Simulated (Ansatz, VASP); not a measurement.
**One calculation of SrTiO3, two programs**

```
Sr Ti O
1.0
     3.89112    0.00000    0.00000
     0.00000    3.89112    0.00000
     0.00000    0.00000    3.89112
Sr Ti O
1 1 3
Cartesian
  1.9456 1.9456 1.9456
  0.0000 0.0000 0.0000
  1.9456 0.0000 0.0000
  0.0000 1.9456 0.0000
  0.0000 0.0000 1.9456
```

Alike in both runs: functional PBEsol; k mesh 8 × 8 × 8; occupations fermi-dirac, width 0.1 eV; no spin polarisation.

Ansatz relaxed the structure, and its values are those at the end. VASP's run is a single point on that final structure, the one shown.

|  | VASP | Ansatz |
| --- | --- | --- |
| version | VASP 6.6.1 | Ansatz 0.2.0 |
| potentials or method | VASP PAW PBE potentials, release 64 (Sr_sv, Ti_sv, O) | PAW with Ansatz's default frozen-core files, scalar-relativistic |
| plane-wave cutoff (eV) | 520 | 420 |
| valence electrons in the cell | 40 | 40 |

|  | VASP | Ansatz | Ansatz less VASP |
| --- | --- | --- | --- |
| pressure (GPa) | 0.7 | 0.0 | -0.68 |

VASP's potentials were made for PBE, not for PBEsol.
